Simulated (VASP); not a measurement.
# Sc (P6/mmm) in VASP: notebook

Sc is run at these levels: PBE; tasks: relaxation of cell and atoms, single point.

Everything below comes from runs of VASP 6.6.1. Logs are shortened: lines on timing, memory, paths and dates and some standing lists are left out, and cuts for length are marked.

### 1 The cell of the first run

It takes space group P6/mmm (No. 191, hexagonal). Conventional cell: a = 5.208 Å, b = 5.208 Å, c = 3.193 Å, α = 90.00°, β = 90.00°, γ = 120.00°. Within 4.2 Å of Sc (site symmetry 6/mmm) lie 14 Sc at 3.19 to 3.40 Å. Within 4.0 Å of Sc (site symmetry -6m2) lie 11 Sc at 3.01 to 3.40 Å.

This isn't the form of Sc at room conditions, which is hcp.

### 2 Relaxation of cell and atoms, PBE

INCAR

```
PREC = Accurate
ENCUT = 600
EDIFF = 1E-6
ISMEAR = -1
SIGMA = 0.1
LREAL = F
LASPH = T
NELM = 100
ALGO = Normal
ISIF = 3
LWAVE = F
LCHARG = F
GGA = PE
IBRION = 2
NSW = 80
EDIFFG = -0.01
```

KPOINTS

```
regular mesh
0
Gamma
  7 7 10
```

POSCAR

```
Sc
1.0
    5.2083761254      0.0000000000      0.0000000000
   -2.6041880627      4.5105860371      0.0000000000
    0.0000000000      0.0000000000      3.1927345649
Sc
3
Direct
    0.0000000000      0.0000000000      0.0000000000
    0.3333333333      0.6666666667      0.5000000000
    0.6666666667      0.3333333333      0.5000000000
```

Potentials or basis: VASP PAW PBE potentials, release 64 (Sc_sv).

Started as:

```bash
> cat potpaw_PBE.64/Sc_sv/POTCAR > POTCAR
> mpirun -np 1 vasp_std > vasp.out
```

OUTCAR:

```text
PREC = Accurate
   ENCUT = 600
   EDIFF = 1E-6
   ISMEAR = -1
   LREAL = F
   LASPH = T
   NELM = 100
   ISIF = 3
   GGA = PE
   IBRION = 2
   NSW = 80
   EDIFFG = -0.01

 ion  position               nearest neighbor table
   1  0.000  0.000  0.000-   2 3.40   3 3.40   2 3.40   3 3.40   3 3.40   3 3.40   2 3.40   2 3.40
                             3 3.40   3 3.40   2 3.40   2 3.40
   2  0.333  0.667  0.500-   3 3.01   3 3.01   3 3.01   1 3.40   1 3.40   1 3.40   1 3.40   1 3.40
                             1 3.40
   3  0.667  0.333  0.500-   2 3.01   2 3.01   2 3.01   1 3.40   1 3.40   1 3.40   1 3.40   1 3.40
                             1 3.40

  LATTYP: Found a hexagonal cell.
 ALAT       =     5.2083761254
 C/A-ratio  =     0.6130000000

  Lattice vectors:

 A1 = (   5.2083761254,   0.0000000000,   0.0000000000)
 A2 = (  -2.6041880627,   4.5105860371,   0.0000000000)
 A3 = (   0.0000000000,   0.0000000000,   3.1927345649)

Analysis of symmetry for initial positions (statically):
=====================================================================
 Subroutine PRICEL returns:
 Original cell was already a primitive cell.

 Routine SETGRP: Setting up the symmetry group for a
 hexagonal supercell.

 Subroutine GETGRP returns: Found 24 space group operations
 (whereof 24 operations were pure point group operations)
 out of a pool of 24 trial point group operations.

The static configuration has the point symmetry D_6h.

Analysis of symmetry for dynamics (positions and initial velocities):
=====================================================================
 Subroutine PRICEL returns:
 Original cell was already a primitive cell.

 Routine SETGRP: Setting up the symmetry group for a
 hexagonal supercell.

 Subroutine GETGRP returns: Found 24 space group operations
 (whereof 24 operations were pure point group operations)
 out of a pool of 24 trial point group operations.

The dynamic configuration has the point symmetry D_6h.

 Subroutine INISYM returns: Found 24 space group operations
 (whereof 24 operations are pure point group operations),
 and found     1 'primitive' translations

----------------------------------------------------------------------------------------

                                     Primitive cell

  volume of cell :      75.0064

  direct lattice vectors                    reciprocal lattice vectors
     5.208376125  0.000000000  0.000000000     0.191998423  0.110850341  0.000000000
[... 98 lines left out ...]
   PSTRESS=    0.0 pullay stress
   NELECT =      33.0000    total number of electrons
   NUPDOWN=      -1.0000    fix difference up-down
   EMIN   =  10.00;   EMAX   =-10.00  energy-range for DOS
   EFERMI =   0.00;   METHOD = LEGACY
   ISMEAR =    -1;   SIGMA  =   0.10  broadening in eV -4-tet -1-fermi 0-gaus
   EFERMI_NEDOS =   21; number of points for ismear=-14 and -15
   IALGO  =     38    algorithm
   IMIX   =      4    mixing-type and parameters
     AMIX     =   0.40;   BMIX     =  1.00
     AMIX_MAG =   1.60;   BMIX_MAG =  1.00
  volume/ion in A,a.u.               =      25.00       168.72
  Fermi-wavevector in a.u.,A,eV,Ry     =   1.245126  2.352948 21.093652  1.550340
  Thomas-Fermi vector in A             =   2.379363
   LORBIT       =      0    0 simple, 1 ext, 2 COOP (PROOUT), +10 PAW based schemes
   GGA     = PE    functional components
   LHFCALC =     F    Hartree Fock is set to
   AEXX    =    0.0000 exact exchange contribution
   IVDW    =     0    specifies the selected vdW correction
   LEPSILON=     F    determine dielectric tensor
   LRPA    =     F    only Hartree local field effects (RPA)
 conjugate gradient relaxation of ions
 non-spin polarized calculation
  energy-cutoff  :      600.00
  volume of cell :       75.01
 maximum number of plane-waves:      2581
 NGX is ok and might be reduce to    42
   NGX = 21   NGY = 21   NGZ = 13

--------------------------------------- Ionic step        1  -------------------------------------------

 number of electron      33.0000004 magnetization

 Free energy of the ion-electron system (eV)
  ---------------------------------------------------
  ext. energy  EPLUGINS =         0.00000000
  ---------------------------------------------------
  free energy    TOTEN  =       -18.66026895 eV

  energy without entropy =      -18.45308285  energy(sigma->0) =      -18.55667590

------------------------ aborting loop because EDIFF is reached ----------------------------------------

  FORCE on cell =-STRESS in cart. coord.  units (eV):
  Direction    XX          YY          ZZ          XY          YZ          ZX
  --------------------------------------------------------------------------------------
  -------------------------------------------------------------------------------------
  Total       -0.6538589     -0.6538589      0.1423614      0.0000000      0.0000000      0.0000000
  in kB      -13.9667858    -13.9667858      3.0409188      0.0000000      0.0000000      0.0000000
  external PRESSURE =      -8.2975509 kB  Pullay stress =       0.0000000 kB
[... 135 lines left out ...]
--------------------------------------- Ionic step        5  -------------------------------------------

 number of electron      32.9999998 magnetization

 Free energy of the ion-electron system (eV)
  ---------------------------------------------------
  ext. energy  EPLUGINS =         0.00000000
  ---------------------------------------------------
  free energy    TOTEN  =       -18.66929300 eV

  energy without entropy =      -18.47435447  energy(sigma->0) =      -18.57182374

 E-fermi :   3.6496     XC(G=0):  -9.8831

 val. band max:        3.6362105356   @ k =   0.2857   0.2857   0.2000
 cond. band min:       3.6502068532   @ k =   0.1429   0.1429   0.2000
 fundamental gap:      0.0139963176
 Fermi energy:         3.6495855446

 k-point     1 :       0.0000    0.0000    0.0000
  band No.  band energies     occupation
      1     -45.7618      2.00000
      2     -45.7045      2.00000
      3     -45.6510      2.00000
      4     -24.5129      2.00000
      5     -24.5129      2.00000
      6     -24.4092      2.00000
[... 541 lines left out ...]
     19       4.5970      0.00015
     20       4.6007      0.00015

 [... further k-points ...]

------------------------ aborting loop because EDIFF is reached ----------------------------------------

  FORCE on cell =-STRESS in cart. coord.  units (eV):
  Direction    XX          YY          ZZ          XY          YZ          ZX
  --------------------------------------------------------------------------------------
  -------------------------------------------------------------------------------------
  Total        0.0050193      0.0050193      0.0031119      0.0000000      0.0000000     -0.0000000
  in kB        0.1090306      0.1090306      0.0675969      0.0000000      0.0000000     -0.0000000
  external PRESSURE =       0.0952194 kB  Pullay stress =       0.0000000 kB
[... 18 lines left out ...]
  FREE ENERGIE OF THE ION-ELECTRON SYSTEM (eV)
  ---------------------------------------------------
  free  energy   TOTEN  =       -18.6692930044 eV

  energy  without entropy=      -18.4743544706  energy(sigma->0) =      -18.57182374

 reached required accuracy - stopping structural energy minimisation
```

OSZICAR:

```text
N       E                     dE             d eps       ncg     rms          rms(c)
DAV:   1     0.633438838810E+03    0.63344E+03   -0.15609E+04  1920   0.188E+03
DAV:   2     0.934173015444E+01   -0.62410E+03   -0.61843E+03  2712   0.791E+02
DAV:   3    -0.196978967545E+02   -0.29040E+02   -0.28218E+02  3044   0.230E+02
DAV:   4    -0.208172976765E+02   -0.11194E+01   -0.10413E+01  3240   0.381E+01
[... 40 lines left out ...]
DAV:   2    -0.186693424037E+02    0.18762E-03   -0.12111E-03  2940   0.648E-01    0.475E-02
DAV:   3    -0.186693015339E+02    0.40870E-04   -0.13775E-04  3264   0.196E-01    0.217E-02
DAV:   4    -0.186692954410E+02    0.60928E-05   -0.53663E-05  3168   0.100E-01    0.109E-02
DAV:   5    -0.186692933135E+02    0.21275E-05   -0.12049E-05  2668   0.491E-02    0.332E-03
DAV:   6    -0.186692930044E+02    0.30905E-06   -0.11941E-06  1408   0.221E-02
   5 F= -.18669293E+02 E0= -.18571824E+02  d E =-.901591E-03
```

Wall time 9.1 min (1 thread of AMD EPYC 7R43 (Zen 3), shared host); peak memory 0.22 GiB.

What came out:

| Quantity | Value |
| --- | --- |
| Free energy | -18.6693 eV |
| Relaxed volume | 24.59 Å³/atom |
| Relaxed cell | a = 5.142 Å, b = 5.142 Å, c = 3.221 Å, α = 90.00°, β = 90.00°, γ = 120.00° |
| Space group after relaxing (to 0.1 Å) | P6/mmm (No. 191) |
| Energy gained by relaxing | 3.0 meV/atom |
| Ionic steps | 5 |
| Pressure after relaxing | 0.0 GPa |
| Band gap on the k mesh | zero (an odd number of electrons rules out a gap without spin polarisation) |

Step by step:
| step | energy change (eV) | largest force (eV/Å) | pressure (GPa) | volume (Å³) |
| --- | --- | --- | --- | --- |
| 1 | 0.0000 | 0.0000 | -0.83 | 75.01 |
| 2 | -0.0080 | 0.0000 | 0.12 | 73.61 |
| 3 | -0.0081 | 0.0000 | 0.28 | 73.41 |
| 4 | -0.0090 | 0.0000 | 0.04 | 73.71 |
| 5 | -0.0090 | 0.0000 | 0.01 | 73.76 |

Final structure:
```yaml
crystal:
  lattice:
    - [5.14221, 0.00000, 0.00000]
    - [-2.57110, 4.45328, 0.00000]
    - [0.00000, 0.00000, 3.22090]
  atoms:
    - { symbol: Sc, position: [0.00000, 0.00000, 0.00000] }
    - { symbol: Sc, position: [0.33333, 0.66667, 0.50000] }
    - { symbol: Sc, position: [0.66667, 0.33333, 0.50000] }
```

### 3 Single point, PBE

This run uses another cell than the first one, of 24.55 Å³/atom.

INCAR

```
SYSTEM = Sc
PREC = Accurate
ENCUT = 520
EDIFF = 1E-7
ISMEAR = -1
SIGMA = 0.1
LREAL = .FALSE.
LASPH = .TRUE.
NELM = 100
ALGO = Normal
ISIF = 2
LWAVE = .FALSE.
LCHARG = .FALSE.
GGA = PE
NBANDS = 24
```

KPOINTS

```
regular mesh
0
G
  7 7 10
  0 0 0
```

POSCAR

```
Sc
1.0
    5.1396447438      0.0000000000      0.0000000000
   -2.5698223719      4.4510629145      0.0000000000
    0.0000000000      0.0000000000      3.2193483776
Sc
3
Direct
    1.0000000000      1.0000000000      0.0000000000
    0.3333333333      0.6666666667      0.5000000000
    0.6666666667      0.3333333333      0.5000000000
```

Potentials or basis: VASP PAW PBE potentials, release 64 (Sc_sv).

Started as:

```bash
> cat potpaw_PBE.64/Sc_sv/POTCAR > POTCAR
> mpirun -np 1 vasp_std > vasp.out
```

It took 94 s on 1 thread of Intel Xeon 8259CL, shared host; peak memory 0.22 GiB.

The run converged. Its results:

```
Free energy            : -18.6687 eV
Pressure               : 0.0 GPa
Band gap on the k mesh : zero (an odd number of electrons rules out a gap without spin polarisation)
```

Levels at points of the mesh, in eV from the Fermi level:
```tsv
k point	band 15	band 16	band 17	band 18	band 19	band 20
(0.00, 0.00, 0.00)	-0.05	-0.05	-0.03	-0.03	0.68	1.59
(0.00, 0.00, 0.50)	-0.83	-0.83	-0.52	-0.52	1.64	1.64
```
